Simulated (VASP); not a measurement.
# Rh: single point with PBEsol

Crystal: Rh.

```
Rh
1.0
     0.00000    1.90155    1.90155
     1.95860    0.00000    1.90155
     1.95860    1.90155    0.00000
Rh
1
Direct
  0.00000 0.00000 0.00000
```

This cell differs from its parent crystal: strain +0.0300 x Voigt [1, 0, 0, 0, 0, 0].

```yaml
Program: VASP 6.6.1
Task: single point
Functional: PBEsol
Potentials_or_basis: VASP PAW PBE potentials, release 64 (Rh_pv)
Cutoff: 520 eV
k_mesh: 22 × 22 × 22
Occupations: gaussian, width 0.15 eV
Spin: no spin polarisation
```

The pressure is -12.4 GPa.

Stress tensor (GPa, compression positive):
```
-16.94   0.00   0.00
  0.00 -10.14   0.00
  0.00   0.00 -10.14
```

Levels at points of the mesh, in eV from the Fermi level:
```tsv
k point	band 4	band 5	band 6	band 7	band 8	band 9	band 10	band 11
(0.00, 0.00, 0.00)	-7.83	-3.16	-2.84	-2.84	-1.13	-0.75	15.97	20.46
(0.50, 0.00, 0.00)	-5.91	-3.17	-2.86	0.48	0.63	0.69	8.30	15.43
(0.50, 0.50, 0.00)	-6.07	-5.71	0.52	0.81	1.09	3.36	12.13	12.75
(0.00, 0.50, 0.50)	-6.06	-5.70	0.55	0.92	0.92	2.75	11.32	13.42
```

It took 60 s on 1 thread of Intel(R) Xeon(R) 6975P-C (Granite Rapids), on a shared host, peak memory 0.25 GiB.

Caveat: the cell differs from its parent crystal (strain +0.0300 x Voigt [1, 0, 0, 0, 0, 0]); the PAW data sets were made with another functional, which shifts forces and pressure a little.
